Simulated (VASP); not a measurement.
Runs of VASP 6.6.1 on Ca2S. The structure is that of space group Fd-3m (No. 227), or close to it. The cells are those of the table. 

```tsv
task	cell	k mesh	cutoff (eV)	gap on the mesh (eV)	pressure (GPa)	relaxed volume (Å³/atom)
relaxation of cell and atoms	relaxed from a = 6.046 Å, angles 60.0°, 6 atoms	8 × 8 × 8	600	none	0.0	(a)
relaxation of cell and atoms	relaxed from a = 6.403 Å, angles 60.0°, 6 atoms	8 × 8 × 8	600	none	0.0	30.99
single point	a = 6.046 Å, angles 60.0°, 6 atoms	4 × 4 × 4	520	none	3.0	-
single point	a = 6.403 Å, angles 60.0°, 6 atoms	8 × 8 × 8	520	none	0.0	-
```

Alike in all rows: level PBE; potentials or basis VASP PAW PBE potentials, release 64 (Ca_sv, S); no spin polarisation; smearing gaussian 0.1 eV.

Fill in the values left out.

(a) 30.97.

Caveats: semilocal functionals underestimate gaps, and a narrow one can read as zero; the volume moved by over 15 % at a fixed basis, so the end points are rough (at least some runs); the cell stands under pressure (at least some runs).

A gap of «none» marks levels without a gap at the run's occupations.
